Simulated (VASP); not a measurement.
# Be (Fm-3m) in VASP: single point with PBE

Aim: the single point of Be with PBE.

All numbers are computed with VASP 6.6.1; they aren't measurements. Logs are shortened: lines on timing, memory, paths and dates and some standing lists are left out, and cuts for length are marked.

### 1 The cell of the first run

It takes space group Fm-3m (No. 225, cubic). The conventional cell has a = 3.160 Å, b = 3.160 Å, c = 3.160 Å, α = 90.00°, β = 90.00°, γ = 90.00°. Be (site symmetry m-3m) has 12 Be at 2.23 Å within 3.0 Å.

### 2 Single point, PBE, non-collinear spin, zero start, spin-orbit coupling

Contents of INCAR:

```
  ALGO = Normal
  EDIFF = 1E-6
  ENCUT = 520
  GGA = PE
  GGA_COMPAT = F
  ISIF = 2
  ISMEAR = 0
  LASPH = T
  LCHARG = F
  LORBIT = 11
  LORBMOM = T
  LREAL = F
  LSORBIT = T
  LWAVE = F
  MAGMOM = 0 0 0
  NBANDS = 13
  NELM = 150
  PREC = Accurate
  SIGMA = 0.05
```

Contents of KPOINTS:

```
k-points
0
Gamma
  22 22 22
```

Contents of POSCAR:

```
Be
1.0
    0.0000000000      1.5800346400      1.5800346400
    1.5800346400      0.0000000000      1.5800346400
    1.5800346400      1.5800346400      0.0000000000
Be
1
Direct
    0.0000000000      0.0000000000      0.0000000000
```

Potentials or basis: VASP PAW PBE potentials, release 64 (Be).

Run with:

```
$ cat potpaw_PBE.64/Be/POTCAR > POTCAR
$ mpirun -np 1 vasp_ncl > vasp.out
```

OUTCAR:

```text
EDIFF = 1E-6
   ENCUT = 520
   GGA = PE
   ISIF = 2
   ISMEAR = 0
   LASPH = T
   LORBIT = 11
   LREAL = F
   LSORBIT = T
   NELM = 150
   PREC = Accurate

 ion  position               nearest neighbor table
   1  0.000  0.000  0.000-

  LATTYP: Found a face centered cubic cell.
 ALAT       =     3.1600692800

  Lattice vectors:

 A1 = (   0.0000000000,   1.5800346400,   1.5800346400)
 A2 = (   1.5800346400,   0.0000000000,   1.5800346400)
 A3 = (   1.5800346400,   1.5800346400,   0.0000000000)

Analysis of symmetry for initial positions (statically):
=====================================================================
 Subroutine PRICEL returns:
 Original cell was already a primitive cell.

 Routine SETGRP: Setting up the symmetry group for a
 face centered cubic supercell.

 Subroutine GETGRP returns: Found 48 space group operations
 (whereof 48 operations were pure point group operations)
 out of a pool of 48 trial point group operations.

The static configuration has the point symmetry O_h .

Analysis of symmetry for dynamics (positions and initial velocities):
=====================================================================
 Subroutine PRICEL returns:
 Original cell was already a primitive cell.

 Routine SETGRP: Setting up the symmetry group for a
 face centered cubic supercell.

 Subroutine GETGRP returns: Found 48 space group operations
 (whereof 48 operations were pure point group operations)
 out of a pool of 48 trial point group operations.

The dynamic configuration has the point symmetry O_h .

Analysis of structural, dynamic, and magnetic symmetry:
=====================================================================
 Subroutine PRICEL returns:
 Original cell was already a primitive cell.

 Routine SETGRP: Setting up the symmetry group for a
 face centered cubic supercell.

 Subroutine GETGRP returns: Found 48 space group operations
 (whereof 48 operations were pure point group operations)
 out of a pool of 48 trial point group operations.

The overall configuration has the point symmetry O_h .

 Subroutine INISYM returns: Found 48 space group operations
 (whereof 48 operations are pure point group operations),
 and found     1 'primitive' translations

----------------------------------------------------------------------------------------

                                     Primitive cell

  volume of cell :       7.8891

  direct lattice vectors                    reciprocal lattice vectors
     0.000000000  1.580034640  1.580034640    -0.316448758  0.316448758  0.316448758
     1.580034640  0.000000000  1.580034640     0.316448758 -0.316448758  0.316448758
     1.580034640  1.580034640  0.000000000     0.316448758  0.316448758 -0.316448758

  length of vectors
     2.234506417  2.234506417  2.234506417     0.548105327  0.548105327  0.548105327

  position of ions in fractional coordinates (direct lattice)
     0.000000000  0.000000000  0.000000000

  ion indices of the primitive-cell ions
   primitive index   ion index
                 1           1

----------------------------------------------------------------------------------------

 KPOINTS: k-points

Automatic generation of k-mesh.
 Grid dimensions read from file:
 generate k-points for:   22   22   22

 Generating k-lattice:

  Cartesian coordinates                     Fractional coordinates (reciprocal lattice)
    -0.014384034  0.014384034  0.014384034     0.045454545  0.000000000  0.000000000
     0.014384034 -0.014384034  0.014384034     0.000000000  0.045454545  0.000000000
     0.014384034  0.014384034 -0.014384034     0.000000000  0.000000000  0.045454545

  Length of vectors
     0.024913879  0.024913879  0.024913879

  Shift w.r.t. Gamma in fractional coordinates (k-lattice)
     0.000000000  0.000000000  0.000000000

 Subroutine IBZKPT returns following result:
 ===========================================
[... 54 lines left out ...]
   ISIF   =      2    stress and relaxation
   ISYM   =      2    0-nonsym 1-usesym 2-fastsym
   POTIM  = 0.5000    time-step for ionic-motion
   TEBEG  =    0.0;   TEEND  =   0.0 temperature during run
   PSTRESS=    0.0 pullay stress
   NELECT =       2.0000    total number of electrons
   NUPDOWN=      -1.0000    fix difference up-down
   EMIN   =  10.00;   EMAX   =-10.00  energy-range for DOS
   EFERMI =   0.00;   METHOD = LEGACY
   ISMEAR =     0;   SIGMA  =   0.05  broadening in eV -4-tet -1-fermi 0-gaus
   EFERMI_NEDOS =   21; number of points for ismear=-14 and -15
   IALGO  =     38    algorithm
   IMIX   =      4    mixing-type and parameters
     AMIX     =   0.40;   BMIX     =  1.00
     AMIX_MAG =   1.60;   BMIX_MAG =  1.00
  volume/ion in A,a.u.               =       7.89        53.24
  Fermi-wavevector in a.u.,A,eV,Ry     =   1.036116  1.957975 14.606338  1.073536
  Thomas-Fermi vector in A             =   2.170491
   LORBIT       =     11    0 simple, 1 ext, 2 COOP (PROOUT), +10 PAW based schemes
   GGA     = PE    functional components
   LHFCALC =     F    Hartree Fock is set to
   AEXX    =    0.0000 exact exchange contribution
   IVDW    =     0    specifies the selected vdW correction
   LEPSILON=     F    determine dielectric tensor
   LRPA    =     F    only Hartree local field effects (RPA)
 Gauss-broadening in eV      SIGMA  =   0.05
  energy-cutoff  :      520.00
  volume of cell :        7.89
 maximum number of plane-waves:       444
 NGX is ok and might be reduce to    18
   NGX =  9   NGY =  9   NGZ =  9

 number of electron       2.0000000 magnetization      -0.0000000      0.0000000      0.0000000

 number of electron       2.0000000 magnetization      -0.0000000     -0.0000000     -0.0000000

 number of electron       2.0000000 magnetization       0.0000000      0.0000000      0.0000000

 Free energy of the ion-electron system (eV)
  ---------------------------------------------------
  ext. energy  EPLUGINS =         0.00000000
  ---------------------------------------------------
  free energy    TOTEN  =        -3.68682777 eV

  energy without entropy =       -3.68670476  energy(sigma->0) =       -3.68676627

 E-fermi :   7.6143     XC(G=0): -10.6173

 val. band max:        7.6102310814   @ k =  -0.4545   0.0909   0.0455
 cond. band min:       7.6345523197   @ k =   0.5000   0.0455   0.0000
 fundamental gap:      0.0243212383
 Fermi energy:         7.6142548701

 k-point     1 :       0.0000    0.0000    0.0000
  band No.  band energies     occupation
      1      -4.3243      1.00000
      2      -4.3243      1.00000
      3      26.9459      0.00000
      4      26.9459      0.00000
      5      26.9514      0.00000
      6      26.9514      0.00000
      7      26.9514      0.00000
      8      26.9514      0.00000
      9      36.6182      0.00000
     10      36.6182      0.00000
     11      36.6182      0.00000
     12      36.6182      0.00000
     13      36.6182      0.00000
[... 354 lines left out ...]
  band No.  band energies     occupation
      1       2.1462      1.00000
      2       2.1462      1.00000
      3       7.8277      0.00000
      4       7.8277      0.00000
      5      23.5648      0.00000
      6      23.5648      0.00000
      7      23.9350      0.00000
      8      23.9350      0.00000
      9      32.4067      0.00000
     10      32.4067      0.00000
     11      34.0699      0.00000
     12      34.0699      0.00000
     13      37.5228      0.00000

 [... further k-points ...]

------------------------ aborting loop because EDIFF is reached ----------------------------------------

  FORCE on cell =-STRESS in cart. coord.  units (eV):
  Direction    XX          YY          ZZ          XY          YZ          ZX
  --------------------------------------------------------------------------------------
  -------------------------------------------------------------------------------------
  Total       -0.0043270     -0.0043270     -0.0043270      0.0000000     -0.0000000      0.0000000
  in kB       -0.8787457     -0.8787457     -0.8787457      0.0000000     -0.0000000      0.0000000
  external PRESSURE =      -0.8787457 kB  Pullay stress =       0.0000000 kB

 VOLUME and BASIS-vectors are now :
 -----------------------------------------------------------------------------
  energy-cutoff  :      520.00
  volume of cell :        7.89
      direct lattice vectors                 reciprocal lattice vectors
     0.000000000  1.580034640  1.580034640    -0.316448758  0.316448758  0.316448758
     1.580034640  0.000000000  1.580034640     0.316448758 -0.316448758  0.316448758
     1.580034640  1.580034640  0.000000000     0.316448758  0.316448758 -0.316448758

 POSITION                                       TOTAL-FORCE (eV/Angst)
 -----------------------------------------------------------------------------------
      0.00000      0.00000      0.00000         0.000000      0.000000     -0.000000
 -----------------------------------------------------------------------------------
    total drift:                                0.000000     -0.000000     -0.000000

  FREE ENERGIE OF THE ION-ELECTRON SYSTEM (eV)
  ---------------------------------------------------
  free  energy   TOTEN  =        -3.6868277667 eV

  energy  without entropy=       -3.6867047648  energy(sigma->0) =       -3.68676627

 orbital moment (x)

 # of ion     p       tot
 --------------------------------
  1         0.000   0.000
 --------------------------------
            0.000   0.000

 orbital moment (y)

 # of ion     p       tot
 --------------------------------
  1         0.000   0.000
 --------------------------------
            0.000   0.000

 orbital moment (z)

 # of ion     p       tot
 --------------------------------
  1         0.000   0.000
 --------------------------------
            0.000   0.000

 Spin-Orbit-Coupling matrix elements

 Ion:    1  E_soc:     -0.0000004
 l=   1
     0.0000000    -0.0000001    -0.0000001
    -0.0000001     0.0000000    -0.0000001
    -0.0000001    -0.0000001     0.0000000
 l=   2
     0.0000000     0.0000000     0.0000000     0.0000000     0.0000000
     0.0000000     0.0000000     0.0000000     0.0000000     0.0000000
     0.0000000     0.0000000     0.0000000     0.0000000     0.0000000
     0.0000000     0.0000000     0.0000000     0.0000000     0.0000000
     0.0000000     0.0000000     0.0000000     0.0000000     0.0000000
 l=   3
     0.0000000     0.0000000     0.0000000     0.0000000     0.0000000     0.0000000     0.0000000
     0.0000000     0.0000000     0.0000000     0.0000000     0.0000000     0.0000000     0.0000000
     0.0000000     0.0000000     0.0000000     0.0000000     0.0000000     0.0000000     0.0000000
     0.0000000     0.0000000     0.0000000     0.0000000     0.0000000     0.0000000     0.0000000
     0.0000000     0.0000000     0.0000000     0.0000000     0.0000000     0.0000000     0.0000000
     0.0000000     0.0000000     0.0000000     0.0000000     0.0000000     0.0000000     0.0000000
     0.0000000     0.0000000     0.0000000     0.0000000     0.0000000     0.0000000     0.0000000

 total charge

# of ion       s       p       d       tot
------------------------------------------
    1        0.394   0.780   0.000   1.174

 magnetization (x)

# of ion       s       p       d       tot
------------------------------------------
    1        0.000   0.000   0.000   0.000

 magnetization (y)

# of ion       s       p       d       tot
------------------------------------------
    1       -0.000   0.000   0.000   0.000

 magnetization (z)

# of ion       s       p       d       tot
------------------------------------------
    1       -0.000   0.000   0.000   0.000
```

It took 52 s on 1 thread of Oxide Virtual Turin-like, shared host; peak memory 0.13 GiB.

What came out:

| Quantity | Value |
| --- | --- |
| Free energy | -3.6868 eV |
| Pressure | -0.1 GPa |
| Net moment | 0.00 μB per cell |
| Valence electrons inside the program's atomic spheres | Be 1.17 |

Moments on the atoms (μB; x, y, z):
```
Be  0.00 0.00 0.00
```
